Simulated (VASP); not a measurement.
# CsRe (Pmma) in VASP: single point with PBE

Aim: the single point of CsRe with PBE.

Everything below comes from runs of VASP 6.6.1. Logs are shortened: lines on timing, memory, paths and dates and some standing lists are left out, and cuts for length are marked.

### 1 The cell of the first run

It takes space group Pmma (No. 51, orthorhombic). Conventional cell: a = 3.994 Å, b = 3.209 Å, c = 11.580 Å, α = 90.00°, β = 90.00°, γ = 90.00°. Cs (site symmetry mm2) has 4 Cs at 3.21 to 3.99 Å and 6 Re at 3.62 to 4.12 Å within 4.2 Å. Within 3.1 Å of Re (site symmetry mm2) lie 2 Re at 2.35 Å.

### 2 Single point, PBE

Input file INCAR:

```
  ALGO = Fast
  EDIFF = 1E-6
  ENCUT = 520
  GGA = PE
  ISIF = 2
  ISMEAR = 0
  LASPH = True
  LCHARG = False
  LREAL = False
  LWAVE = False
  NBANDS = 24
  NELM = 80
  PREC = Accurate
  SIGMA = 0.1
```

Input file KPOINTS:

```
k-points
0
Gamma
  12 14 4
```

Input file POSCAR:

```
CsRe
1.0
    3.9942761494      0.0000000000      0.0000000000
    0.0000000000      3.2094021065      0.0000000000
    0.0000000000      0.0000000000     11.5800530500
Cs Re
2 2
Direct
    0.7500000000      0.0000000000      0.7260482211
    0.2500000000      0.0000000000      0.2739517789
    0.7500000000      0.5000000000      0.0535270282
    0.2500000000      0.5000000000      0.9464729718
```

Potentials or basis: VASP PAW PBE potentials, release 64 (Cs_sv, Re).

Started as:

```sh
> cat potpaw_PBE.64/Cs_sv/POTCAR potpaw_PBE.64/Re/POTCAR > POTCAR
> mpirun -np 1 vasp_std > vasp.out
```

OUTCAR:

```text
EDIFF = 1E-6
   ENCUT = 520
   GGA = PE
   ISIF = 2
   ISMEAR = 0
   LASPH = True
   LREAL = False
   NELM = 80
   PREC = Accurate

 ion  position               nearest neighbor table
   1  0.750  0.000  0.726-
   2  0.250  0.000  0.274-
   3  0.750  0.500  0.054-   4 2.35   4 2.35
   4  0.250  0.500  0.946-   3 2.35   3 2.35

  LATTYP: Found a simple orthorhombic cell.
 ALAT       =     3.2094021065
 B/A-ratio  =     1.2445545983
 C/A-ratio  =     3.6081652176

  Lattice vectors:

 A1 = (   0.0000000000,  -3.2094021065,   0.0000000000)
 A2 = (   3.9942761494,   0.0000000000,   0.0000000000)
 A3 = (   0.0000000000,   0.0000000000,  11.5800530500)

Analysis of symmetry for initial positions (statically):
=====================================================================
 Subroutine PRICEL returns:
 Original cell was already a primitive cell.

 Routine SETGRP: Setting up the symmetry group for a
 simple orthorhombic supercell.

 Subroutine GETGRP returns: Found  8 space group operations
 (whereof  4 operations were pure point group operations)
 out of a pool of  8 trial point group operations.

The static configuration has the point symmetry C_2h.
 The point group associated with its full space group is D_2h.

Analysis of symmetry for dynamics (positions and initial velocities):
=====================================================================
 Subroutine PRICEL returns:
 Original cell was already a primitive cell.

 Routine SETGRP: Setting up the symmetry group for a
 simple orthorhombic supercell.

 Subroutine GETGRP returns: Found  8 space group operations
 (whereof  4 operations were pure point group operations)
 out of a pool of  8 trial point group operations.

The dynamic configuration has the point symmetry C_2h.
 The point group associated with its full space group is D_2h.

 Subroutine INISYM returns: Found  8 space group operations
 (whereof  4 operations are pure point group operations),
 and found     1 'primitive' translations

----------------------------------------------------------------------------------------

                                     Primitive cell

  volume of cell :     148.4475

  direct lattice vectors                    reciprocal lattice vectors
     3.994276149  0.000000000  0.000000000     0.250358253  0.000000000  0.000000000
     0.000000000  3.209402106  0.000000000     0.000000000  0.311584515  0.000000000
     0.000000000  0.000000000 11.580053050     0.000000000  0.000000000  0.086355390

  length of vectors
     3.994276149  3.209402106 11.580053050     0.250358253  0.311584515  0.086355390

  position of ions in fractional coordinates (direct lattice)
     0.750000000  0.000000000  0.726048221
     0.250000000  0.000000000  0.273951779
     0.750000000  0.500000000  0.053527028
     0.250000000  0.500000000  0.946472972

  ion indices of the primitive-cell ions
   primitive index   ion index
                 1           1
                 2           2
                 3           3
                 4           4

----------------------------------------------------------------------------------------

 KPOINTS: k-points

Automatic generation of k-mesh.
 Grid dimensions read from file:
 generate k-points for:   12   14    4

 Generating k-lattice:

  Cartesian coordinates                     Fractional coordinates (reciprocal lattice)
     0.020863188  0.000000000  0.000000000     0.083333333  0.000000000  0.000000000
     0.000000000  0.022256037  0.000000000     0.000000000  0.071428571  0.000000000
     0.000000000  0.000000000  0.021588848     0.000000000  0.000000000  0.250000000

  Length of vectors
     0.020863188  0.022256037  0.021588848

  Shift w.r.t. Gamma in fractional coordinates (k-lattice)
     0.000000000  0.000000000  0.000000000

 Subroutine IBZKPT returns following result:
 ===========================================

 Found    168 irreducible k-points:

 Following reciprocal coordinates:
            Coordinates               Weight
  0.000000  0.000000  0.000000      1.000000
  0.083333  0.000000  0.000000      2.000000
  0.166667  0.000000  0.000000      2.000000
  0.250000  0.000000  0.000000      2.000000
  0.333333  0.000000  0.000000      2.000000
  0.416667  0.000000  0.000000      2.000000
[... 16 lines left out ...]
  0.083333  0.214286  0.000000      4.000000
  0.166667  0.214286  0.000000      4.000000
 [... further k-points ...]
   k-points           NKPTS =    168   k-points in BZ     NKDIM =    168   number of bands    NBANDS=     24
   number of dos      NEDOS =    301   number of ions     NIONS =      4
   total plane-waves  NPLWV =  64800
   dimension x,y,z NGX =    30 NGY =   24 NGZ =   90
   dimension x,y,z NGXF=    60 NGYF=   48 NGZF=  180
   ions per type =               2   2
   NGX,Y,Z   is equivalent  to a cutoff of  12.49, 12.43, 12.92 a.u.
   NGXF,Y,Z  is equivalent  to a cutoff of  24.97, 24.86, 25.84 a.u.
 SYSTEM =  unknown system
   PREC   = accura    normal or accurate (medium, high low for compatibility)
   ISTART =      0    job   : 0-new  1-cont  2-samecut
   ICHARG =      2    charge: 1-file 2-atom 10-const
   ISPIN  =      1    spin polarized calculation?
   LNONCOLLINEAR =      F non collinear calculations
   LSORBIT =      F    spin-orbit coupling
   LASPH  =      T    aspherical Exc in radial PAW
   ENCUT  =  520.0 eV  38.22 Ry    6.18 a.u.   7.43  5.97 21.53*2*pi/ulx,y,z
   NELM   =     80;   NELMIN=  2; NELMDL= -5     # of ELM steps
   EDIFF  = 0.1E-05   stopping-criterion for ELM
   LREAL  =      F    real-space projection
   EDIFFG = 0.1E-04   stopping-criterion for IOM
   NSW    =      0    number of steps for IOM
   IBRION =     -1    ionic relax: 0-MD 1-quasi-New 2-CG
   NFREE  =      0    steps in history (QN), initial steepest desc. (CG)
   ISIF   =      2    stress and relaxation
   ISYM   =      2    0-nonsym 1-usesym 2-fastsym
   POTIM  = 0.5000    time-step for ionic-motion
   TEBEG  =    0.0;   TEEND  =   0.0 temperature during run
   PSTRESS=    0.0 pullay stress
   NELECT =      32.0000    total number of electrons
   NUPDOWN=      -1.0000    fix difference up-down
   EMIN   =  10.00;   EMAX   =-10.00  energy-range for DOS
   EFERMI =   0.00;   METHOD = LEGACY
   ISMEAR =     0;   SIGMA  =   0.10  broadening in eV -4-tet -1-fermi 0-gaus
   EFERMI_NEDOS =   21; number of points for ismear=-14 and -15
   IALGO  =     68    algorithm
   IMIX   =      4    mixing-type and parameters
     AMIX     =   0.40;   BMIX     =  1.00
     AMIX_MAG =   1.60;   BMIX_MAG =  1.00
  volume/ion in A,a.u.               =      37.11       250.44
  Fermi-wavevector in a.u.,A,eV,Ry     =   0.981599  1.854952 13.109699  0.963536
  Thomas-Fermi vector in A             =   2.112617
   LORBIT       =      0    0 simple, 1 ext, 2 COOP (PROOUT), +10 PAW based schemes
   GGA     = PE    functional components
   LHFCALC =     F    Hartree Fock is set to
   AEXX    =    0.0000 exact exchange contribution
   IVDW    =     0    specifies the selected vdW correction
   LEPSILON=     F    determine dielectric tensor
   LRPA    =     F    only Hartree local field effects (RPA)
 non-spin polarized calculation
 RMM-DIIS sequential band-by-band and
 Gauss-broadening in eV      SIGMA  =   0.10
  energy-cutoff  :      520.00
  volume of cell :      148.45
 maximum number of plane-waves:      4052
 NGX is ok and might be reduce to    30
   NGX = 15   NGY = 11   NGZ = 43

 number of electron      32.0000000 magnetization

 Free energy of the ion-electron system (eV)
  ---------------------------------------------------
  ext. energy  EPLUGINS =         0.00000000
  ---------------------------------------------------
  free energy    TOTEN  =       -21.23363676 eV

  energy without entropy =      -21.21614676  energy(sigma->0) =      -21.22489176

 E-fermi :   3.2208     XC(G=0):  -8.7115

 val. band max:        3.2202387270   @ k =   0.2500   0.0714   0.0000
 cond. band min:       3.2211820850   @ k =   0.0833   0.4286   0.2500
 fundamental gap:      0.0009433580
 Fermi energy:         3.2207569183

 k-point     1 :       0.0000    0.0000    0.0000
  band No.  band energies     occupation
      1     -20.5159      2.00000
      2     -20.5130      2.00000
      3      -7.4701      2.00000
      4      -7.3118      2.00000
      5      -6.7576      2.00000
      6      -6.7529      2.00000
[... 16 lines left out ...]
     23       5.6996      0.00000
     24       6.0112      0.00000

 k-point     2 :       0.0833    0.0000    0.0000
  band No.  band energies     occupation
      1     -20.5091      2.00000
      2     -20.5064      2.00000
      3      -7.4521      2.00000
      4      -7.3023      2.00000
      5      -6.8498      2.00000
      6      -6.8471      2.00000
[... 16 lines left out ...]
     23       5.6026      0.00000
     24       5.9909      0.00000

 k-point     3 :       0.1667    0.0000    0.0000
  band No.  band energies     occupation
      1     -20.4905      2.00000
      2     -20.4881      2.00000
      3      -7.4033      2.00000
      4      -7.2770      2.00000
      5      -7.0884      2.00000
      6      -7.0871      2.00000
[... 16 lines left out ...]
     23       5.4735      0.00000
     24       5.9484      0.00000

 k-point     4 :       0.2500    0.0000    0.0000
  band No.  band energies     occupation
      1     -20.4647      2.00000
      2     -20.4628      2.00000
      3      -7.4075      2.00000
      4      -7.3921      2.00000
      5      -7.3169      2.00000
      6      -7.2346      2.00000
[... 16 lines left out ...]
     23       5.5793      0.00000
     24       5.8752      0.00000

 k-point     5 :       0.3333    0.0000    0.0000
  band No.  band energies     occupation
      1     -20.4386      2.00000
      2     -20.4373      2.00000
      3      -7.6722      2.00000
      4      -7.6660      2.00000
      5      -7.2565      2.00000
      6      -7.1994      2.00000
[... 16 lines left out ...]
     23       5.7653      0.00000
     24       5.9451      0.00000

 k-point     6 :       0.4167    0.0000    0.0000
  band No.  band energies     occupation
      1     -20.4192      2.00000
      2     -20.4186      2.00000
      3      -7.8592      2.00000
      4      -7.8557      2.00000
      5      -7.2017      2.00000
      6      -7.1748      2.00000
[... 16 lines left out ...]
     23       5.6137      0.00000
     24       6.0004      0.00000
[... 379 lines left out ...]
 k-point    21 :       0.5000    0.1429    0.0000
  band No.  band energies     occupation
      1     -20.2874      2.00000
      2     -20.2874      2.00000
      3      -7.7832      2.00000
      4      -7.7832      2.00000
      5      -7.0482      2.00000
      6      -7.0482      2.00000
[... 16 lines left out ...]
     23       6.4361      0.00000
     24       6.4396      0.00000

 k-point    22 :       0.0000    0.2143    0.0000
  band No.  band energies     occupation
      1     -20.2489      2.00000
      2     -20.2466      2.00000
      3      -7.1695      2.00000
      4      -7.0527      2.00000
      5      -6.9865      2.00000
      6      -6.9715      2.00000
[... 16 lines left out ...]
     23       5.6853      0.00000
     24       7.8403      0.00000

 k-point    23 :       0.0833    0.2143    0.0000
  band No.  band energies     occupation
      1     -20.2424      2.00000
      2     -20.2401      2.00000
      3      -7.1540      2.00000
      4      -7.0444      2.00000
      5      -6.9784      2.00000
      6      -6.9634      2.00000
[... 16 lines left out ...]
     23       5.9171      0.00000
     24       7.5212      0.00000

 k-point    24 :       0.1667    0.2143    0.0000
  band No.  band energies     occupation
      1     -20.2243      2.00000
      2     -20.2223      2.00000
      3      -7.1129      2.00000
      4      -7.0237      2.00000
      5      -6.9606      2.00000
      6      -6.9433      2.00000
[... 16 lines left out ...]
     23       6.2736      0.00000
     24       7.0737      0.00000

 [... further k-points ...]
[... 5 lines left out ...]
  --------------------------------------------------------------------------------------
  -------------------------------------------------------------------------------------
  Total       -0.8742352      0.1828110     -0.2430445      0.0000000      0.0000000     -0.0000000
  in kB       -9.4355258      1.9730592     -2.6231525      0.0000000      0.0000000     -0.0000000
  external PRESSURE =      -3.3618731 kB  Pullay stress =       0.0000000 kB

 VOLUME and BASIS-vectors are now :
 -----------------------------------------------------------------------------
  energy-cutoff  :      520.00
  volume of cell :      148.45
      direct lattice vectors                 reciprocal lattice vectors
     3.994276149  0.000000000  0.000000000     0.250358253  0.000000000  0.000000000
     0.000000000  3.209402106  0.000000000     0.000000000  0.311584515  0.000000000
     0.000000000  0.000000000 11.580053050     0.000000000  0.000000000  0.086355390

 POSITION                                       TOTAL-FORCE (eV/Angst)
 -----------------------------------------------------------------------------------
      2.99571      0.00000      8.40768        -0.000000     -0.000000     -0.014997
      0.99857      0.00000      3.17238         0.000000      0.000000      0.014997
      2.99571      1.60470      0.61985        -0.000000     -0.000000     -0.267099
      0.99857      1.60470     10.96021         0.000000     -0.000000      0.267099
 -----------------------------------------------------------------------------------
    total drift:                               -0.000000      0.000000     -0.000000

  FREE ENERGIE OF THE ION-ELECTRON SYSTEM (eV)
  ---------------------------------------------------
  free  energy   TOTEN  =       -21.2336367593 eV

  energy  without entropy=      -21.2161467576  energy(sigma->0) =      -21.22489176
```

Wall time 18 min (1 thread of Intel Xeon 6975P-C, shared host); peak memory 0.65 GiB.

What came out:

| Item | Value |
| --- | --- |
| Free energy | -21.2336 eV |
| Pressure | -0.3 GPa |
| Largest force | 0.267 eV/Å |
| Band gap on the k mesh | zero (band 16 reaches 3.61 eV, above the bottom of band 17 at 2.83 eV) |

Forces in eV/Å, atoms in the order of the input:
```
Cs   0.000  0.000 -0.015
Cs   0.000  0.000  0.015
Re   0.000  0.000 -0.267
Re   0.000  0.000  0.267
```

Levels at points of the mesh, in eV from the Fermi level:
| k point | band 14 | band 15 | band 16 | band 17 | band 18 | band 19 |
| --- | --- | --- | --- | --- | --- | --- |
| (0.00, 0.00, 0.00) | -1.46 | -1.19 | -0.41 | 0.13 | 0.18 | 0.59 |
| (0.50, 0.00, 0.00) | -1.24 | -1.20 | -1.20 | 0.19 | 0.19 | 1.92 |
| (0.00, 0.50, 0.00) | -1.50 | 0.09 | 0.09 | 0.33 | 0.88 | 1.48 |
| (0.50, 0.50, 0.00) | -1.81 | -0.20 | -0.20 | 0.29 | 0.29 | 1.70 |
| (0.00, 0.00, 0.50) | -1.46 | -0.81 | -0.76 | 0.13 | 0.58 | 0.59 |
| (0.50, 0.00, 0.50) | -1.27 | -1.20 | -1.20 | 0.77 | 0.79 | 1.08 |
| (0.00, 0.50, 0.50) | -1.54 | -0.23 | 0.20 | 0.63 | 0.87 | 1.48 |
| (0.50, 0.50, 0.50) | -1.82 | -0.21 | -0.21 | 0.43 | 0.43 | 1.44 |

Caveat: spin-orbit coupling is left out, which moves the levels of the heavy elements.
